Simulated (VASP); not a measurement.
Set up this calculation in VASP 6.6.1, as the native input.

| Property | Result |
| --- | --- |
| Task | single point |
| Functional | PBE |
| Potentials or basis | VASP PAW PBE potentials, release 64 (Bi_d, W_sv) |
| Cutoff | 520 eV |
| k mesh | 8 × 8 × 8 |
| Occupations | gaussian, width 0.1 eV |
| Spin | no spin polarisation |
| Dipole correction | no |
| Further INCAR settings | ALGO = Fast; EDIFF = 1e-06; NBANDS = 68 |

The structure of BiW lies in POSCAR:

```
BiW
1.0
    5.5187786566      0.0000000000      0.0000000000
    0.0000000000      5.5187786566      0.0000000000
    0.0000000000      0.0000000000      5.5187786566
Bi W
4 4
Direct
    0.1594007263      0.1594007263      0.1594007263
    0.3405992737      0.8405992737      0.6594007263
    0.6594007263      0.3405992737      0.8405992737
    0.8405992737      0.6594007263      0.3405992737
    0.8676913618      0.8676913618      0.8676913618
    0.6323086382      0.1323086382      0.3676913618
    0.3676913618      0.6323086382      0.1323086382
    0.1323086382      0.3676913618      0.6323086382
```

The input as run:

INCAR

```
SYSTEM = BiW
  PREC = Accurate
  ENCUT = 520
  EDIFF = 1E-6
  ISMEAR = 0
  SIGMA = 0.1
  LREAL = .False.
  LASPH = .True.
  NELM = 60
  ALGO = Fast
  ISIF = 2
  LWAVE = .False.
  LCHARG = .False.
  GGA = PE
  NBANDS = 68
```

KPOINTS

```
regular mesh
0
Gamma
  8 8 8
  0 0 0
```

Potentials or basis: VASP PAW PBE potentials, release 64 (Bi_d, W_sv).

The run is started by

```bash
$ cat potpaw_PBE.64/Bi_d/POTCAR potpaw_PBE.64/W_sv/POTCAR > POTCAR
$ mpirun -np 1 vasp_std > vasp.out
```

It gave:

```json
{
 "Pressure": "0.1 GPa",
 "Largest force": "0.005 eV/Å",
 "Band gap on the k mesh": "zero (bands 58 and 59 overlap by 0.31 eV)"
}
```

Caveat: spin-orbit coupling is left out, which moves the levels of the heavy elements.

It took 20 min on 1 thread of Oxide Virtual Turin-like Processor, on a shared host, peak memory 0.48 GiB.
